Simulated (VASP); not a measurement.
TaN: single point with PBE+U

The system is TaN.

```
CELL_PARAMETERS angstrom
5.19600 0.00000 0.00000
-2.59800 4.49987 0.00000
0.00000 0.00000 2.91100
ATOMIC_POSITIONS crystal
Ta 0.33333 0.66667 0.50000
Ta 0.66667 0.33333 0.50000
Ta 0.00000 0.00000 0.00000
N 0.39285 0.00000 0.00000
N 0.60715 0.60715 0.00000
N 0.00000 0.39285 0.00000
```

- Program: VASP 6.6.1
- Task: single point
- Functional: PBE
- Potentials or basis: VASP PAW PBE potentials, release 64 (Ta_pv, N)
- Cutoff: 520 eV
- k mesh: 4 × 4 × 6
- Occupations: gaussian, width 0.05 eV
- Spin: collinear spin
- Starting moments: [0.0, 0.0, 0.02, 0.0, 0.0, 0.0] μB
- Hubbard terms: Ta d U = 6.0 eV
- Dipole correction: no
- Further INCAR settings: ALGO = Normal; EDIFF = 1e-06; NBANDS = 37

* Pressure: 24.6 GPa
* Largest force: 0.415 eV/Å
* Band gap on the k mesh: zero (filled and empty bands overlap)
* Net moment: 0.00 μB per cell
* Valence electrons inside the program's atomic spheres: Ta 8.75, 8.79; N 3.85

Forces on the atoms (eV/Å):
```
Ta   0.000  0.000  0.000
Ta   0.000  0.000  0.000
Ta   0.000  0.000  0.000
N    0.415  0.000  0.000
N   -0.208 -0.360  0.000
N   -0.208  0.360  0.000
```

Stress tensor (GPa, compression positive):
```
23.41  0.00  0.00
 0.00 23.41  0.00
 0.00  0.00 26.98
```

Levels at points of the mesh, in eV from the Fermi level:
Spin up:
```
           k point  band 20  band 21  band 22  band 23  band 24  band 25  band 26  band 27  band 28  band 29
(0.00, 0.00, 0.00)    -5.29    -4.70    -3.86    -2.24    -0.96    -0.96     0.92     0.92     1.65     1.96
(0.50, 0.00, 0.00)    -4.89    -4.34    -4.18    -3.20    -2.77     1.12     1.88     2.20     2.44     2.84
(0.00, 0.00, 0.50)    -4.73    -4.73    -2.95    -2.95     1.58     2.15     2.15     2.20     2.20     3.34
(0.50, 0.00, 0.50)    -5.26    -4.26    -3.36    -2.30    -0.89     0.55     1.35     3.24     3.39     3.41
```
Spin down:
```csv
k point,band 20,band 21,band 22,band 23,band 24,band 25,band 26,band 27,band 28,band 29
"(0.00, 0.00, 0.00)",-5.29,-4.70,-3.86,-2.24,-0.96,-0.96,0.92,0.92,1.65,1.96
"(0.50, 0.00, 0.00)",-4.89,-4.34,-4.18,-3.20,-2.77,1.12,1.88,2.20,2.44,2.84
"(0.00, 0.00, 0.50)",-4.73,-4.73,-2.95,-2.95,1.58,2.15,2.15,2.20,2.20,3.34
"(0.50, 0.00, 0.50)",-5.26,-4.26,-3.36,-2.30,-0.89,0.55,1.35,3.24,3.39,3.41
```

Eigenvalues of the final occupation matrices:
```
    site  spin  trace               eigenvalues
site 1 d     1   1.10  0.20 0.20 0.21 0.21 0.28
site 1 d     2   1.10  0.20 0.20 0.21 0.21 0.28
site 2 d     1   1.10  0.20 0.20 0.21 0.21 0.28
site 2 d     2   1.10  0.20 0.20 0.21 0.21 0.28
site 3 d     1   1.11  0.17 0.17 0.22 0.22 0.33
site 3 d     2   1.11  0.17 0.17 0.22 0.22 0.33
```

Run time: 55 s on 1 thread of AMD EPYC 9R45 96-Core Processor (Zen 5), on a shared host, peak memory 0.21 GiB.

Caveat: spin-orbit coupling is left out, which moves the levels of the heavy elements.
